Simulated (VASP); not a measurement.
Set up this calculation in VASP 6.6.1, as the native input.

```
Task                   : single point
Functional             : r2SCAN
Potentials or basis    : VASP PAW PBE potentials, release 64 (Se)
Cutoff                 : 520 eV
k mesh                 : 6 × 6 × 3
Occupations            : fermi-dirac, width 0.1 eV
Spin                   : no spin polarisation
Dipole correction      : no
Further INCAR settings : ALGO = Normal; EDIFF = 1e-07; NBANDS = 13
```

The system is Se.

```xyz
2
Lattice="2.8106 0.0000 0.0000 0.0000 2.8106 0.0000 0.0000 0.0000 5.6211" Properties=species:S:1:pos:R:3 pbc="T T T"
Se    0.0000    0.0000    0.0000
Se    0.0000    0.0000    2.8106
```

These files were run (other wordings do the same):

POSCAR

```
Se
1.0
    2.8105630000      0.0000000000      0.0000000000
    0.0000000000      2.8105630000      0.0000000000
    0.0000000000      0.0000000000      5.6211260000
Se
2
Direct
    0.0000000000      0.0000000000      0.0000000000
    0.0000000000      0.0000000000      0.5000000000
```

INCAR.step1

```
SYSTEM = Se
  PREC = Accurate
  ENCUT = 520
  ISMEAR = -1
  SIGMA = 0.1
  LREAL = .False.
  LASPH = .True.
  NELM = 60
  NBANDS = 13
  GGA = PE
  ALGO = Normal
  EDIFF = 1E-4
  LWAVE = .True.
  LCHARG = .False.
```

INCAR.step2

```
SYSTEM = Se
  PREC = Accurate
  ENCUT = 520
  EDIFF = 1E-7
  ISMEAR = -1
  SIGMA = 0.1
  LREAL = .False.
  LASPH = .True.
  NELM = 60
  ALGO = Normal
  ISIF = 2
  LWAVE = .False.
  LCHARG = .False.
  METAGGA = R2SCAN
  LMIXTAU = .True.
  NBANDS = 13
  ISTART = 1
```

KPOINTS

```
regular mesh
0
Gamma
  6 6 3
  0 0 0
```

Potentials or basis: VASP PAW PBE potentials, release 64 (Se).

Command:

```bash
$ cat potpaw_PBE.64/Se/POTCAR > POTCAR
$ cp INCAR.step1 INCAR
$ mpirun -np 1 vasp_std > vasp.out
$ cp INCAR.step2 INCAR
$ mpirun -np 1 vasp_std > vasp.out
```

It gave:

- Pressure: -0.1 GPa
- Band gap on the k mesh: zero (band 6 reaches 7.71 eV, above the bottom of band 7 at 1.06 eV)

Caveat: the k points lie up to 0.37 Å⁻¹ apart; the PAW data sets were made with another functional, which shifts forces and pressure a little.

Run time: 35 s on 1 thread of Intel(R) Xeon(R) Platinum 8488C (Sapphire Rapids) (shared host), peak memory 0.16 GiB.
